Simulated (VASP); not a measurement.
Set up this calculation in VASP 6.6.1, as the native input.

- Task: single point
- Functional: PBEsol
- Potentials or basis: VASP PAW PBE potentials, release 64 (Be)
- Cutoff: 520 eV
- k mesh: 24 × 24 × 14
- Occupations: gaussian, width 0.15 eV
- Spin: no spin polarisation
- Dipole correction: no
- Further INCAR settings: ALGO = Fast; EDIFF = 1e-07; NBANDS = 9

The structure of Be lies in POSCAR:

```
Be
1.0
    2.2995019849      0.0000000000      0.0000000000
   -1.1497509925      1.9914271350      0.0000000000
    0.0000000000      0.0000000000      3.6009000000
Be
2
Direct
    0.1826876006      0.3653752011      0.1666874948
    0.6666666667      0.3333333333      0.7500000000
```

This cell differs from its parent crystal: atom 1 (Be) moved by (-0.600, -0.300) A along y and z.

These files were run (other wordings do the same):

INCAR

```
SYSTEM = Be
PREC     = Accurate       ! precision mode
ENCUT    = 520            ! plane-wave cutoff, eV
EDIFF    = 1E-7           ! SCF threshold, eV
ISMEAR   = 0              ! smearing method
SIGMA    = 0.15           ! smearing width, eV
LREAL    = .False.        ! projectors in reciprocal space
LASPH    = .True.         ! aspherical terms in the spheres
NELM     = 100            ! most SCF steps
ALGO     = Fast           ! electronic algorithm
ISIF     = 2              ! what is computed and relaxed
LWAVE    = .False.        ! write WAVECAR
LCHARG   = .False.        ! write CHGCAR
GGA      = PS             ! functional
NBANDS   = 9              ! bands
```

KPOINTS

```
regular mesh
0
Gamma
  24 24 14
  0 0 0
```

Potentials or basis: VASP PAW PBE potentials, release 64 (Be).

The run is started by

```console
$ cat potpaw_PBE.64/Be/POTCAR > POTCAR
$ mpirun -np 1 vasp_std > vasp.out
```

It gave:

| Property | Result |
| --- | --- |
| Pressure | 5.8 GPa |
| Largest force | 2.954 eV/Å |
| Band gap on the k mesh | zero (bands 2 and 3 overlap by 2.33 eV) |

Caveat: the cell differs from its parent crystal (atom 1 (Be) moved by (-0.600, -0.300) A along y and z); the stress differs along the axes, from -15 to 19 GPa; the PAW data sets were made with another functional, which shifts forces and pressure a little.

Wall time 3.2 min on 1 thread of AMD EPYC 7R13 Processor (Zen 3) (shared host), peak memory 0.33 GiB.
